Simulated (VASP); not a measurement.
# TiB2 (P6/mmm) in VASP: further runs

TiB2 is run at these levels: PBEsol; tasks: single point, relaxation of cell and atoms.

Everything below comes from runs of VASP 6.6.1. Logs are shortened: lines on timing, memory, paths and dates and some standing lists are left out, and cuts for length are marked.

### 1 The cell of the first run

The structure is hexagonal, space group P6/mmm (No. 191). Conventional cell: a = 3.016 Å, b = 3.016 Å, c = 3.189 Å, α = 90.00°, β = 90.00°, γ = 120.00°. Within 3.1 Å of Ti (site symmetry 6/mmm) lie 12 B at 2.36 Å and 6 Ti at 3.02 Å. B (site symmetry -6m2) has 3 B at 1.74 Å within 2.3 Å.

### 2 Single point, PBEsol

File INCAR:

```
  PREC = Accurate
  ENCUT = 520
  EDIFF = 1E-6
  ISMEAR = -1
  SIGMA = 0.05
  LREAL = False
  LASPH = True
  NELM = 60
  ALGO = Normal
  ISIF = 2
  LWAVE = False
  LCHARG = False
  GGA = PS
  NBANDS = 16
```

File KPOINTS:

```
Automatic mesh
0
Gamma
  10 10 8
```

File POSCAR:

```
TiB2
1.0
    3.0161736058      0.0000000000      0.0000000000
   -1.5080868029      2.6120829649      0.0000000000
    0.0000000000      0.0000000000      3.1890353727
Ti B
1 2
Direct
    0.0000000000      0.0000000000      0.0000000000
    0.6666666667      0.3333333333      0.5000000000
    0.3333333333      0.6666666667      0.5000000000
```

Potentials or basis: VASP PAW PBE potentials, release 64 (Ti_sv, B).

Run with:

```console
cat potpaw_PBE.64/Ti_sv/POTCAR potpaw_PBE.64/B/POTCAR > POTCAR
mpirun -np 1 vasp_std > vasp.out
```

OUTCAR:

```text
PREC = Accurate
   ENCUT = 520
   EDIFF = 1E-6
   ISMEAR = -1
   LREAL = False
   LASPH = True
   NELM = 60
   ISIF = 2
   GGA = PS

 ion  position               nearest neighbor table
   1  0.000  0.000  0.000-   2 2.36   3 2.36   2 2.36   3 2.36   2 2.36   2 2.36   3 2.36   3 2.36
                             2 2.36   2 2.36   3 2.36   3 2.36
   2  0.667  0.333  0.500-   3 1.74   3 1.74   3 1.74   1 2.36   1 2.36   1 2.36   1 2.36   1 2.36
                             1 2.36
   3  0.333  0.667  0.500-   2 1.74   2 1.74   2 1.74   1 2.36   1 2.36   1 2.36   1 2.36   1 2.36
                             1 2.36

  LATTYP: Found a hexagonal cell.
 ALAT       =     3.0161736058
 C/A-ratio  =     1.0573116105

  Lattice vectors:

 A1 = (   3.0161736058,   0.0000000000,   0.0000000000)
 A2 = (  -1.5080868029,   2.6120829649,   0.0000000000)
 A3 = (   0.0000000000,   0.0000000000,   3.1890353727)

Analysis of symmetry for initial positions (statically):
=====================================================================
 Subroutine PRICEL returns:
 Original cell was already a primitive cell.

 Routine SETGRP: Setting up the symmetry group for a
 hexagonal supercell.

 Subroutine GETGRP returns: Found 24 space group operations
 (whereof 24 operations were pure point group operations)
 out of a pool of 24 trial point group operations.

The static configuration has the point symmetry D_6h.

Analysis of symmetry for dynamics (positions and initial velocities):
=====================================================================
 Subroutine PRICEL returns:
 Original cell was already a primitive cell.

 Routine SETGRP: Setting up the symmetry group for a
 hexagonal supercell.

 Subroutine GETGRP returns: Found 24 space group operations
 (whereof 24 operations were pure point group operations)
 out of a pool of 24 trial point group operations.

The dynamic configuration has the point symmetry D_6h.

 Subroutine INISYM returns: Found 24 space group operations
 (whereof 24 operations are pure point group operations),
 and found     1 'primitive' translations

----------------------------------------------------------------------------------------

                                     Primitive cell

  volume of cell :      25.1248

[... 88 lines left out ...]
   ENCUT  =  520.0 eV  38.22 Ry    6.18 a.u.   5.61  5.61  5.93*2*pi/ulx,y,z
   NELM   =     60;   NELMIN=  2; NELMDL= -5     # of ELM steps
   EDIFF  = 0.1E-05   stopping-criterion for ELM
   LREAL  =      F    real-space projection
   EDIFFG = 0.1E-04   stopping-criterion for IOM
   NSW    =      0    number of steps for IOM
   IBRION =     -1    ionic relax: 0-MD 1-quasi-New 2-CG
   NFREE  =      0    steps in history (QN), initial steepest desc. (CG)
   ISIF   =      2    stress and relaxation
   ISYM   =      2    0-nonsym 1-usesym 2-fastsym
   POTIM  = 0.5000    time-step for ionic-motion
   TEBEG  =    0.0;   TEEND  =   0.0 temperature during run
   PSTRESS=    0.0 pullay stress
   NELECT =      18.0000    total number of electrons
   NUPDOWN=      -1.0000    fix difference up-down
   EMIN   =  10.00;   EMAX   =-10.00  energy-range for DOS
   EFERMI =   0.00;   METHOD = LEGACY
   ISMEAR =    -1;   SIGMA  =   0.05  broadening in eV -4-tet -1-fermi 0-gaus
   EFERMI_NEDOS =   21; number of points for ismear=-14 and -15
   IALGO  =     38    algorithm
   IMIX   =      4    mixing-type and parameters
     AMIX     =   0.40;   BMIX     =  1.00
     AMIX_MAG =   1.60;   BMIX_MAG =  1.00
  volume/ion in A,a.u.               =       8.37        56.52
  Fermi-wavevector in a.u.,A,eV,Ry     =   1.464867  2.768197 29.195852  2.145835
  Thomas-Fermi vector in A             =   2.580792
   LORBIT       =      0    0 simple, 1 ext, 2 COOP (PROOUT), +10 PAW based schemes
   GGA     = PS    functional components
   LHFCALC =     F    Hartree Fock is set to
   AEXX    =    0.0000 exact exchange contribution
   IVDW    =     0    specifies the selected vdW correction
   LEPSILON=     F    determine dielectric tensor
   LRPA    =     F    only Hartree local field effects (RPA)
 non-spin polarized calculation
  energy-cutoff  :      520.00
  volume of cell :       25.12
 maximum number of plane-waves:       696
 NGX is ok and might be reduce to    24
   NGX = 11   NGY = 11   NGZ = 11

 number of electron      17.9999998 magnetization

 Free energy of the ion-electron system (eV)
  ---------------------------------------------------
  ext. energy  EPLUGINS =         0.00000000
  ---------------------------------------------------
  free energy    TOTEN  =       -25.78630183 eV

  energy without entropy =      -25.77961672  energy(sigma->0) =      -25.78295928

 E-fermi :  10.0614     XC(G=0): -12.9744

 val. band max:       10.0589134199   @ k =   0.3000   0.2000   0.0000
 cond. band min:      10.0847460927   @ k =   0.4000   0.2000   0.0000
 fundamental gap:      0.0258326728
 Fermi energy:        10.0613829771

 k-point     1 :       0.0000    0.0000    0.0000
  band No.  band energies     occupation
      1     -46.5023      2.00000
      2     -22.9544      2.00000
      3     -22.6419      2.00000
      4     -22.6419      2.00000
      5      -3.4336      2.00000
      6       7.4463      2.00000
[... 433 lines left out ...]
      3     -22.9097      2.00000
      4     -22.7626      2.00000
      5       0.2739      2.00000
      6       1.7071      2.00000
[... 8 lines left out ...]
     15      18.9865      0.00000
     16      19.8847      0.00000

 [... further k-points ...]

------------------------ aborting loop because EDIFF is reached ----------------------------------------

  FORCE on cell =-STRESS in cart. coord.  units (eV):
  Direction    XX          YY          ZZ          XY          YZ          ZX
  --------------------------------------------------------------------------------------
  -------------------------------------------------------------------------------------
  Total        0.0858410      0.0858410      0.0572536      0.0000000      0.0000000     -0.0000000
  in kB        5.4739726      5.4739726      3.6509913      0.0000000      0.0000000     -0.0000000
  external PRESSURE =       4.8663122 kB  Pullay stress =       0.0000000 kB

 VOLUME and BASIS-vectors are now :
 -----------------------------------------------------------------------------
  energy-cutoff  :      520.00
  volume of cell :       25.12
      direct lattice vectors                 reciprocal lattice vectors
     3.016173606  0.000000000  0.000000000     0.331545902  0.191418116  0.000000000
    -1.508086803  2.612082965  0.000000000     0.000000000  0.382836232  0.000000000
     0.000000000  0.000000000  3.189035373     0.000000000  0.000000000  0.313574446

 POSITION                                       TOTAL-FORCE (eV/Angst)
 -----------------------------------------------------------------------------------
      0.00000      0.00000      0.00000        -0.000000      0.000000      0.000000
      1.50809      0.87069      1.59452         0.000000     -0.000000      0.000000
     -0.00000      1.74139      1.59452        -0.000000      0.000000     -0.000000
 -----------------------------------------------------------------------------------
    total drift:                               -0.000000      0.000000      0.000000

  FREE ENERGIE OF THE ION-ELECTRON SYSTEM (eV)
  ---------------------------------------------------
  free  energy   TOTEN  =       -25.7863018331 eV

  energy  without entropy=      -25.7796167176  energy(sigma->0) =      -25.78295928
```

OSZICAR:

```text
N       E                     dE             d eps       ncg     rms          rms(c)
DAV:   1     0.122069962144E+03    0.12207E+03   -0.89045E+03  2240   0.129E+03
DAV:   2    -0.238652635955E+02   -0.14594E+03   -0.14081E+03  2488   0.342E+02
DAV:   3    -0.306929019159E+02   -0.68276E+01   -0.67463E+01  3240   0.725E+01
DAV:   4    -0.308451560970E+02   -0.15225E+00   -0.15222E+00  2704   0.978E+00
DAV:   5    -0.308496513815E+02   -0.44953E-02   -0.44951E-02  3200   0.146E+00    0.175E+01
DAV:   6    -0.257885196367E+02    0.50611E+01   -0.19598E+01  3128   0.491E+01    0.391E+00
DAV:   7    -0.257857397297E+02    0.27799E-02   -0.94615E-01  2408   0.111E+01    0.353E+00
DAV:   8    -0.257890593989E+02   -0.33197E-02   -0.83113E-02  3616   0.239E+00    0.645E-01
DAV:   9    -0.257866594844E+02    0.23999E-02   -0.31388E-02  2736   0.225E+00    0.228E-01
DAV:  10    -0.257862913737E+02    0.36811E-03   -0.20469E-03  2712   0.563E-01    0.619E-02
DAV:  11    -0.257863386984E+02   -0.47325E-04   -0.52221E-04  2960   0.266E-01    0.711E-02
DAV:  12    -0.257863016937E+02    0.37005E-04   -0.14788E-04  2576   0.158E-01    0.158E-02
DAV:  13    -0.257863018331E+02   -0.13938E-06   -0.59472E-06  2840   0.208E-02
   1 F= -.25786302E+02 E0= -.25782959E+02  d E =-.668512E-02
```

stdout:

```text
POSCAR found type information on POSCAR TiB
 POSCAR found :  2 types and       3 ions
 scaLAPACK will be used
 -----------------------------------------------------------------------------
|                                                                             |
|                                                                             |
|     You enforced a specific xc type in the INCAR file but a different       |
|     I HOPE YOU KNOW WHAT YOU ARE DOING!                                     |
|                                                                             |
 -----------------------------------------------------------------------------

 LDA part: xc-table for (Slater+PW92), standard interpolation
 POSCAR, INCAR and KPOINTS ok, starting setup
 FFT: planning ... GRIDC
 FFT: planning ... GRID_SOFT
 FFT: planning ... GRID
 WAVECAR not read
 entering main loop
```

Wall time 13 s (1 thread of Intel Xeon 6975P-C, shared host); peak memory 0.15 GiB.

Results:

```yaml
Free_energy: -25.7863 eV
Pressure: 0.5 GPa
Band_gap_on_the_k_mesh: zero (band 9 reaches 10.59 eV, above the bottom of band 10 at 9.90 eV)
```

Levels at points of the mesh, in eV from the Fermi level:
| k point | band 5 | band 6 | band 7 | band 8 | band 9 | band 10 | band 11 | band 12 | band 13 | band 14 |
| --- | --- | --- | --- | --- | --- | --- | --- | --- | --- | --- |
| (0.00, 0.00, 0.00) | -13.49 | -2.62 | -2.62 | -2.14 | -2.10 | 2.04 | 2.04 | 3.91 | 3.91 | 5.87 |
| (0.50, 0.00, 0.00) | -9.38 | -9.15 | -3.22 | -3.15 | -2.28 | 1.47 | 2.89 | 3.40 | 3.57 | 7.69 |
| (0.00, 0.00, 0.50) | -11.46 | -7.62 | -0.47 | -0.47 | -0.17 | -0.17 | 0.51 | 0.51 | 1.86 | 6.65 |
| (0.50, 0.00, 0.50) | -9.72 | -7.46 | -4.66 | -3.84 | -3.07 | 2.69 | 3.08 | 4.78 | 4.86 | 5.56 |

Caveat: the PAW data sets were made with another functional, which shifts forces and pressure a little.

### 3 Relaxation of cell and atoms, PBEsol

This run uses another cell than the first one, of 8.55 Å³/atom, 1.021 times its volume.

File INCAR:

```
SYSTEM = TiB2
PREC = Accurate
ENCUT = 600
EDIFF = 1E-7
ISMEAR = -1
SIGMA = 0.05
LREAL = .False.
LASPH = .True.
NELM = 80
ALGO = Normal
ISIF = 3
LWAVE = .False.
LCHARG = .False.
GGA = PS
IBRION = 2
NSW = 80
EDIFFG = -0.02
```

File KPOINTS:

```
regular mesh
0
Gamma
  10 10 8
  0 0 0
```

File POSCAR:

```
TiB2
1.0
    3.0292000000      0.0000000000      0.0000000000
   -1.5146000000      2.6233641531      0.0000000000
    0.0000000000      0.0000000000      3.2284000000
Ti B
1 2
Direct
    0.0000000000      0.0000000000      0.0000000000
    0.6666666667      0.3333333333      0.5000000000
    0.3333333333      0.6666666667      0.5000000000
```

Potentials or basis: VASP PAW PBE potentials, release 64 (Ti_sv, B).

Run with:

```console
cat potpaw_PBE.64/Ti_sv/POTCAR potpaw_PBE.64/B/POTCAR > POTCAR
mpirun -np 1 vasp_std > vasp.out
```

Run time: 51 s. Hardware: 1 thread of Intel Xeon 6975P-C, shared host; peak memory 0.17 GiB.

The run converged. Its results:

| Quantity | Value |
| --- | --- |
| Free energy | -25.7888 eV |
| Relaxed volume | 8.39 Å³/atom |
| Relaxed cell | a = 3.018 Å, b = 3.018 Å, c = 3.190 Å, α = 90.00°, β = 90.00°, γ = 120.00° |
| Space group after relaxing (to 0.05 Å) | P6/mmm (No. 191) |
| Energy gained by relaxing | 2.8 meV/atom |
| Ionic steps | 4 |
| Pressure after relaxing | 0.0 GPa |
| Band gap on the k mesh | zero (band 9 reaches 10.58 eV, above the bottom of band 10 at 9.88 eV) |

Step by step:
```
step  energy change (eV)  largest force (eV/Å)  pressure (GPa)  volume (Å³)
   1              0.0000                0.0000           -4.73        25.66
   2             -0.0020                0.0000            4.82        24.73
   3             -0.0080                0.0000            0.23        25.15
   4             -0.0085                0.0000            0.00        25.16
```

Final structure:
```
Ti B
1.0
     3.01781    0.00000    0.00000
    -1.50890    2.61350    0.00000
     0.00000    0.00000    3.18972
Ti B
1 2
Direct
  0.00000 0.00000 0.00000
  0.66667 0.33333 0.50000
  0.33333 0.66667 0.50000
```

Levels at points of the mesh, in eV from the Fermi level:
```csv
k point,band 5,band 6,band 7,band 8,band 9,band 10,band 11,band 12,band 13
"(0.00, 0.00, 0.00)",-13.49,-2.61,-2.61,-2.14,-2.10,2.03,2.03,3.90,3.90
"(0.50, 0.00, 0.00)",-9.37,-9.15,-3.21,-3.15,-2.27,1.47,2.88,3.39,3.57
"(0.00, 0.00, 0.50)",-11.45,-7.61,-0.47,-0.47,-0.17,-0.17,0.51,0.51,1.86
"(0.50, 0.00, 0.50)",-9.72,-7.45,-4.66,-3.84,-3.07,2.69,3.08,4.78,4.85
```

Caveat: the PAW data sets were made with another functional, which shifts forces and pressure a little.
